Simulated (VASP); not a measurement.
Write the native input for VASP 6.6.1 that does the following.

```
Task                   : single point
Functional             : LDA
Potentials or basis    : VASP PAW LDA potentials, release 64 (Mo_sv, S)
Cutoff                 : 520 eV
k mesh                 : 9 × 9 × 4
Occupations            : fermi-dirac, width 0.05 eV
Spin                   : no spin polarisation
Dipole correction      : no
Further INCAR settings : ALGO = Normal; EDIFF = 1e-06; NBANDS = 20
```

The structure of MoS2 lies in POSCAR:

```
MoS2
1.0
    3.1448660805      0.0000000000      0.0000000000
   -1.5724330402      2.7235339172      0.0000000000
    0.0000000000      0.0000000000      5.7644391774
Mo S
1 2
Direct
    0.0000000000      0.0000000000      0.5000000000
    0.6666666667      0.3333333333      0.7713768522
    0.3333333333      0.6666666667      0.2286231478
```

These files were run (other wordings do the same):

INCAR

```
SYSTEM = MoS2
  ALGO = Normal
  EDIFF = 1E-6
  ENCUT = 520
  GGA = CA
  ISIF = 2
  ISMEAR = -1
  LASPH = .True.
  LCHARG = .False.
  LREAL = .False.
  LWAVE = .False.
  NBANDS = 20
  NELM = 60
  PREC = Accurate
  SIGMA = 0.05
```

KPOINTS

```
k-points
0
Gamma
  9 9 4
  0 0 0
```

Potentials or basis: VASP PAW LDA potentials, release 64 (Mo_sv, S).

The run is started by

```console
$ cat potpaw_LDA.64/Mo_sv/POTCAR potpaw_LDA.64/S/POTCAR > POTCAR
$ mpirun -np 1 vasp_std > vasp.out
```

It gave:

```json
{
  "Pressure": "0.2 GPa",
  "Largest force": "0.019 eV/Å",
  "Band gap on the k mesh": "zero (bands 13 and 14 overlap by 1.17 eV)"
}
```

It took 40 s on 1 thread of Intel Xeon 8259CL, on a shared host, peak memory 0.17 GiB.
